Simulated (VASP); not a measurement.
Crystal: KBr.

```
K Br
1.0
     3.97632    0.03241    0.00000
     0.03241    3.97632    0.00000
     0.00000    0.00000    3.97632
K Br
1 1
Cartesian
  0.0000 0.0000 0.0000
  2.0044 2.0044 1.9882
```

This cell differs from its parent crystal: shear xy strain +1.6%.

Base run:

| Property | Result |
| --- | --- |
| Program | VASP 6.6.1 |
| Functional | r2SCAN |
| Potentials or basis | VASP PAW PBE potentials, release 64 (K_sv, Br) |
| Cutoff | 520 eV |
| k mesh | 6 × 6 × 6 |
| Occupations | gaussian, width 0.01 eV |
| Spin | no spin polarisation |

Its results: band gap on the k mesh 4.77 eV, indirect (least direct gap 5.04 eV); pressure 0.0 GPa.

Problem. The run is repeated on the same cell with these changes: functional from r2SCAN to PBE; occupations from gaussian, width 0.01 eV to fermi-dirac, width 0.02 eV. What comes out?

Solution. Band gap on the k mesh 4.02 eV, indirect (least direct gap 4.29 eV); pressure 0.9 GPa.

Caveats: the PAW data sets were made with another functional, which shifts forces and pressure a little (some runs).

A k mesh can miss the band edges.
